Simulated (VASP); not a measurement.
# Cu (I4/mmm) in VASP: notebook

Cu is run at these levels: PBEsol; tasks: single point.

Everything below comes from runs of VASP 6.6.1. Logs are shortened: lines on timing, memory, paths and dates and some standing lists are left out, and cuts for length are marked.

## 1. The cell of the first run

It takes space group I4/mmm (No. 139, tetragonal). Conventional cell: a = 2.924 Å, b = 2.924 Å, c = 2.788 Å, α = 90.00°, β = 90.00°, γ = 90.00°. Within 3.3 Å of Cu (site symmetry 4/mmm) lie 14 Cu at 2.49 to 2.92 Å.

## 2. Single point, PBEsol

The input, INCAR:

```
SYSTEM = Cu
  PREC = Accurate
  ENCUT = 520
  EDIFF = 1E-7
  ISMEAR = 0
  SIGMA = 0.1
  LREAL = .False.
  LASPH = .True.
  NELM = 80
  ALGO = Normal
  ISIF = 2
  LWAVE = .False.
  LCHARG = .True.
  GGA = PS
  LELF = .True.
  LVHAR = .True.
  NBANDS = 12
```

The input, KPOINTS:

```
Automatic mesh
0
Gamma
  14 14 14
  0 0 0
```

The input, POSCAR:

```
Cu
1.0
   -1.4617796199      1.4617796199      1.3941898615
    1.4617796199     -1.4617796199      1.3941898615
    1.4617796199      1.4617796199     -1.3941898615
Cu
1
Direct
    0.0000000000      0.0000000000      0.0000000000
```

Potentials or basis: VASP PAW PBE potentials, release 64 (Cu).

The run is started by

```console
cat potpaw_PBE.64/Cu/POTCAR > POTCAR
mpirun -np 1 vasp_std > vasp.out
```

OUTCAR:

```text
SYSTEM = Cu
   PREC = Accurate
   ENCUT = 520
   EDIFF = 1E-7
   ISMEAR = 0
   LREAL = .False.
   LASPH = .True.
   NELM = 80
   ISIF = 2
   GGA = PS

 ion  position               nearest neighbor table
   1  0.000  0.000  0.000-

  LATTYP: Found a body centered tetragonal cell.
 ALAT       =     2.9235592398
 C/A-ratio  =     0.9537620052

  Lattice vectors:

 A1 = (  -1.4617796199,   1.4617796199,   1.3941898615)
 A2 = (   1.4617796199,  -1.4617796199,   1.3941898615)
 A3 = (   1.4617796199,   1.4617796199,  -1.3941898615)

Analysis of symmetry for initial positions (statically):
=====================================================================
 Subroutine PRICEL returns:
 Original cell was already a primitive cell.

 Routine SETGRP: Setting up the symmetry group for a
 body centered tetragonal supercell.

 Subroutine GETGRP returns: Found 16 space group operations
 (whereof 16 operations were pure point group operations)
 out of a pool of 16 trial point group operations.

The static configuration has the point symmetry D_4h.

Analysis of symmetry for dynamics (positions and initial velocities):
=====================================================================
 Subroutine PRICEL returns:
 Original cell was already a primitive cell.

 Routine SETGRP: Setting up the symmetry group for a
 body centered tetragonal supercell.

 Subroutine GETGRP returns: Found 16 space group operations
 (whereof 16 operations were pure point group operations)
 out of a pool of 16 trial point group operations.

The dynamic configuration has the point symmetry D_4h.

 Subroutine INISYM returns: Found 16 space group operations
 (whereof 16 operations are pure point group operations),
 and found     1 'primitive' translations

----------------------------------------------------------------------------------------

                                     Primitive cell

  volume of cell :      11.9164

  direct lattice vectors                    reciprocal lattice vectors
    -1.461779620  1.461779620  1.394189861     0.000000000  0.342048824  0.358631212
     1.461779620 -1.461779620  1.394189861     0.342048824  0.000000000  0.358631212
     1.461779620  1.461779620 -1.394189861     0.342048824  0.342048824  0.000000000

  length of vectors
     2.493464394  2.493464394  2.493464394     0.495594334  0.495594334  0.483730086

  position of ions in fractional coordinates (direct lattice)
     0.000000000  0.000000000  0.000000000

  ion indices of the primitive-cell ions
   primitive index   ion index
                 1           1

----------------------------------------------------------------------------------------

 KPOINTS: Automatic mesh

Automatic generation of k-mesh.
 Grid dimensions read from file:
 generate k-points for:   14   14   14

 Generating k-lattice:

  Cartesian coordinates                     Fractional coordinates (reciprocal lattice)
     0.000000000  0.024432059  0.025616515     0.071428571  0.000000000  0.000000000
     0.024432059  0.000000000  0.025616515     0.000000000  0.071428571  0.000000000
     0.024432059  0.024432059  0.000000000     0.000000000  0.000000000  0.071428571

  Length of vectors
     0.035399595  0.035399595  0.034552149

  Shift w.r.t. Gamma in fractional coordinates (k-lattice)
     0.000000000  0.000000000  0.000000000

 Subroutine IBZKPT returns following result:
 ===========================================

 Found    244 irreducible k-points:

 Following reciprocal coordinates:
            Coordinates               Weight
  0.000000  0.000000  0.000000      1.000000
  0.071429  0.000000  0.000000      8.000000
  0.142857 -0.000000  0.000000      8.000000
  0.214286 -0.000000  0.000000      8.000000
  0.285714 -0.000000  0.000000      8.000000
  0.357143 -0.000000  0.000000      8.000000
[... 16 lines left out ...]
  0.214286  0.142857  0.000000     16.000000
  0.285714  0.142857  0.000000     16.000000
 [... further k-points ...]
   k-points           NKPTS =    244   k-points in BZ     NKDIM =    244   number of bands    NBANDS=     12
   number of dos      NEDOS =    301   number of ions     NIONS =      1
   total plane-waves  NPLWV =   8000
   dimension x,y,z NGX =    20 NGY =   20 NGZ =   20
   dimension x,y,z NGXF=    40 NGYF=   40 NGZF=   40
   ions per type =               1
   NGX,Y,Z   is equivalent  to a cutoff of  13.33, 13.33, 13.33 a.u.
   NGXF,Y,Z  is equivalent  to a cutoff of  26.67, 26.67, 26.67 a.u.
 SYSTEM =  Cu
   PREC   = accura    normal or accurate (medium, high low for compatibility)
   ISTART =      0    job   : 0-new  1-cont  2-samecut
   ICHARG =      2    charge: 1-file 2-atom 10-const
   ISPIN  =      1    spin polarized calculation?
   LNONCOLLINEAR =      F non collinear calculations
   LSORBIT =      F    spin-orbit coupling
   LASPH  =      T    aspherical Exc in radial PAW
   ENCUT  =  520.0 eV  38.22 Ry    6.18 a.u.   4.64  4.64  4.64*2*pi/ulx,y,z
   NELM   =     80;   NELMIN=  2; NELMDL= -5     # of ELM steps
   EDIFF  = 0.1E-06   stopping-criterion for ELM
   LREAL  =      F    real-space projection
   EDIFFG = 0.1E-05   stopping-criterion for IOM
   NSW    =      0    number of steps for IOM
   IBRION =     -1    ionic relax: 0-MD 1-quasi-New 2-CG
   NFREE  =      0    steps in history (QN), initial steepest desc. (CG)
   ISIF   =      2    stress and relaxation
   ISYM   =      2    0-nonsym 1-usesym 2-fastsym
   POTIM  = 0.5000    time-step for ionic-motion
   TEBEG  =    0.0;   TEEND  =   0.0 temperature during run
   PSTRESS=    0.0 pullay stress
   NELECT =      11.0000    total number of electrons
   NUPDOWN=      -1.0000    fix difference up-down
   EMIN   =  10.00;   EMAX   =-10.00  energy-range for DOS
   EFERMI =   0.00;   METHOD = LEGACY
   ISMEAR =     0;   SIGMA  =   0.10  broadening in eV -4-tet -1-fermi 0-gaus
   EFERMI_NEDOS =   21; number of points for ismear=-14 and -15
   IALGO  =     38    algorithm
   IMIX   =      4    mixing-type and parameters
     AMIX     =   0.40;   BMIX     =  1.00
     AMIX_MAG =   1.60;   BMIX_MAG =  1.00
  volume/ion in A,a.u.               =      11.92        80.42
  Fermi-wavevector in a.u.,A,eV,Ry     =   1.594008  3.012238 34.570518  2.540861
  Thomas-Fermi vector in A             =   2.692149
   LORBIT       =      0    0 simple, 1 ext, 2 COOP (PROOUT), +10 PAW based schemes
   GGA     = PS    functional components
   LHFCALC =     F    Hartree Fock is set to
   AEXX    =    0.0000 exact exchange contribution
   IVDW    =     0    specifies the selected vdW correction
   LEPSILON=     F    determine dielectric tensor
   LRPA    =     F    only Hartree local field effects (RPA)
 non-spin polarized calculation
 Gauss-broadening in eV      SIGMA  =   0.10
  energy-cutoff  :      520.00
  volume of cell :       11.92
 maximum number of plane-waves:       338
   NGX =  9   NGY =  9   NGZ =  9

 number of electron      10.9999994 magnetization

 Free energy of the ion-electron system (eV)
  ---------------------------------------------------
  ext. energy  EPLUGINS =         0.00000000
  ---------------------------------------------------
  free energy    TOTEN  =        -4.25473409 eV

  energy without entropy =       -4.25180193  energy(sigma->0) =       -4.25326801

 E-fermi :   7.2833     XC(G=0): -12.8576

 val. band max:        7.2769650942   @ k =   0.2143   0.1429   0.1429
 cond. band min:       7.2939962854   @ k =   0.5000   0.1429   0.0714
 fundamental gap:      0.0170311911
 Fermi energy:         7.2832664802

 k-point     1 :       0.0000    0.0000    0.0000
  band No.  band energies     occupation
      1      -2.0245      2.00000
      2       4.0907      2.00000
      3       4.2744      2.00000
      4       4.2744      2.00000
      5       5.1056      2.00000
      6       5.3050      2.00000
      7      31.7531      0.00000
      8      31.7531      0.00000
      9      32.9903      0.00000
     10      35.2850      0.00000
     11      35.2850      0.00000
     12      35.6101      0.00000

 k-point     2 :       0.0714    0.0000    0.0000
  band No.  band energies     occupation
      1      -1.8259      2.00000
      2       4.0973      2.00000
      3       4.2692      2.00000
      4       4.3043      2.00000
      5       5.1058      2.00000
      6       5.2776      2.00000
      7      30.4057      0.00000
      8      31.1969      0.00000
      9      31.5357      0.00000
     10      33.3511      0.00000
     11      33.9251      0.00000
     12      34.6688      0.00000

 k-point     3 :       0.1429   -0.0000    0.0000
  band No.  band energies     occupation
      1      -1.2416      2.00000
      2       4.0253      2.00000
      3       4.2414      2.00000
      4       4.4847      2.00000
      5       5.1037      2.00000
      6       5.2307      2.00000
      7      26.7939      0.00000
      8      29.6298      0.00000
      9      30.0465      0.00000
     10      31.2275      0.00000
     11      32.7909      0.00000
     12      35.0130      0.00000

 k-point     4 :       0.2143   -0.0000    0.0000
  band No.  band energies     occupation
      1      -0.3169      2.00000
      2       3.8813      2.00000
      3       4.1871      2.00000
      4       4.8026      2.00000
      5       5.1050      2.00000
      6       5.2248      2.00000
      7      22.9349      0.00000
      8      27.8548      0.00000
      9      28.4568      0.00000
     10      29.8314      0.00000
     11      31.9811      0.00000
     12      36.0817      0.00000

 k-point     5 :       0.2857   -0.0000    0.0000
  band No.  band energies     occupation
      1       0.8174      2.00000
      2       3.7171      2.00000
      3       4.2204      2.00000
      4       5.1310      2.00000
      5       5.1864      2.00000
      6       5.2635      2.00000
      7      19.2589      0.00000
      8      26.3562      0.00000
      9      26.7779      0.00000
     10      29.0331      0.00000
     11      31.4682      0.00000
     12      37.5647      0.00000
[... 228 lines left out ...]
      1      -1.8354      2.00000
      2       4.0937      2.00000
      3       4.2429      2.00000
      4       4.3458      2.00000
      5       5.0703      2.00000
      6       5.3014      2.00000
      7      29.3890      0.00000
      8      31.6275      0.00000
      9      32.5054      0.00000
     10      33.8519      0.00000
     11      34.0302      0.00000
     12      34.2472      0.00000

 k-point    22 :       0.1429    0.1429    0.0000
  band No.  band energies     occupation
      1       0.2443      2.00000
      2       3.8826      2.00000
      3       3.9970      2.00000
      4       5.0507      2.00000
      5       5.0692      2.00000
      6       5.3086      2.00000
      7      22.9353      0.00000
      8      23.4663      0.00000
      9      26.9849      0.00000
     10      31.6851      0.00000
     11      33.7349      0.00000
     12      35.5199      0.00000

 k-point    23 :       0.2143    0.1429    0.0000
  band No.  band energies     occupation
      1       1.3271      2.00000
      2       3.7558      2.00000
      3       3.9254      2.00000
      4       5.0369      2.00000
      5       5.3805      2.00000
      6       5.6017      2.00000
      7      19.5232      0.00000
      8      21.7949      0.00000
      9      25.7064      0.00000
     10      31.2532      0.00000
     11      34.1574      0.00000
     12      36.1449      0.00000

 k-point    24 :       0.2857    0.1429    0.0000
  band No.  band energies     occupation
      1       2.2167      2.00000
      2       3.6071      2.00000
      3       4.1361      2.00000
      4       5.0845      2.00000
      5       5.4624      2.00000
      6       6.3407      2.00000
      7      16.1808      0.00000
      8      20.6796      0.00000
      9      24.7592      0.00000
     10      30.7626      0.00000
     11      34.8337      0.00000
     12      36.3813      0.00000

 [... further k-points ...]
[... 5 lines left out ...]
  --------------------------------------------------------------------------------------
  -------------------------------------------------------------------------------------
  Total       -0.4597579     -0.4597579     -0.5041108      0.0000000     -0.0000000     -0.0000000
  in kB      -61.8150284    -61.8150284    -67.7783325      0.0000000     -0.0000000     -0.0000000
  external PRESSURE =     -63.8027964 kB  Pullay stress =       0.0000000 kB

 VOLUME and BASIS-vectors are now :
 -----------------------------------------------------------------------------
  energy-cutoff  :      520.00
  volume of cell :       11.92
      direct lattice vectors                 reciprocal lattice vectors
    -1.461779620  1.461779620  1.394189861     0.000000000  0.342048824  0.358631212
     1.461779620 -1.461779620  1.394189861     0.342048824  0.000000000  0.358631212
     1.461779620  1.461779620 -1.394189861     0.342048824  0.342048824  0.000000000

 POSITION                                       TOTAL-FORCE (eV/Angst)
 -----------------------------------------------------------------------------------
      0.00000      0.00000      0.00000         0.000000      0.000000      0.000000
 -----------------------------------------------------------------------------------
    total drift:                                0.000000     -0.000000     -0.000000

  FREE ENERGIE OF THE ION-ELECTRON SYSTEM (eV)
  ---------------------------------------------------
  free  energy   TOTEN  =        -4.2547340854 eV

  energy  without entropy=       -4.2518019348  energy(sigma->0) =       -4.25326801
```

Wall time 91 s (1 thread of AMD EPYC 7R13, shared host); peak memory 0.12 GiB.

What came out:

```
Free energy : -4.2547 eV
Pressure    : -6.4 GPa
```

Caveat: the PAW data sets were made with another functional, which shifts forces and pressure a little.

## 3. Single point, PBEsol

This run uses another cell than the first one, of 12.37 Å³/atom, 1.038 times its volume.

The input, INCAR:

```
  PREC = Accurate
  ENCUT = 520
  EDIFF = 1E-6
  ISMEAR = 0
  SIGMA = 0.1
  LREAL = False
  LASPH = True
  NELM = 100
  ALGO = Normal
  ISIF = 2
  LWAVE = False
  LCHARG = False
  GGA = PS
  NBANDS = 12
```

The input, KPOINTS:

```
regular mesh
0
Gamma
  14 14 14
```

The input, POSCAR:

```
Cu
1.0
   -1.4802851239      1.4802851239      1.4118397081
    1.4802851239     -1.4802851239      1.4118397081
    1.4802851239      1.4802851239     -1.4118397081
Cu
1
Direct
    0.0000000000      0.0000000000      0.0000000000
```

Potentials or basis: VASP PAW PBE potentials, release 64 (Cu).

The run is started by

```console
cat potpaw_PBE.64/Cu/POTCAR > POTCAR
mpirun -np 1 vasp_std > vasp.out
```

It took 97 s on 1 thread of AMD EPYC 7R13, shared host; peak memory 0.12 GiB.

The run converged. Its results:

- Free energy: -4.2302 eV
- Pressure: -10.8 GPa

Stress tensor (GPa, compression positive):
```
-10.60   0.00   0.00
  0.00 -10.60   0.00
  0.00   0.00 -11.22
```

Levels at points of the mesh, in eV from the Fermi level:
```csv
k point,band 2,band 3,band 4,band 5,band 6,band 7,band 8,band 9,band 10,band 11
"(0.00, 0.00, 0.00)",-3.06,-2.89,-2.89,-2.10,-1.91,24.10,24.10,25.33,27.19,27.19
"(0.50, 0.00, 0.00)",-3.68,-2.03,-1.83,-1.32,-0.37,4.27,16.52,16.71,20.42,23.11
"(0.50, 0.50, 0.00)",-3.47,-2.17,-1.95,-1.34,-0.71,3.77,17.85,17.94,21.54,24.19
"(0.50, 0.50, 0.50)",-4.34,-1.50,-1.50,-1.45,7.40,7.40,9.14,12.81,13.29,15.50
```

Caveat: the PAW data sets were made with another functional, which shifts forces and pressure a little.
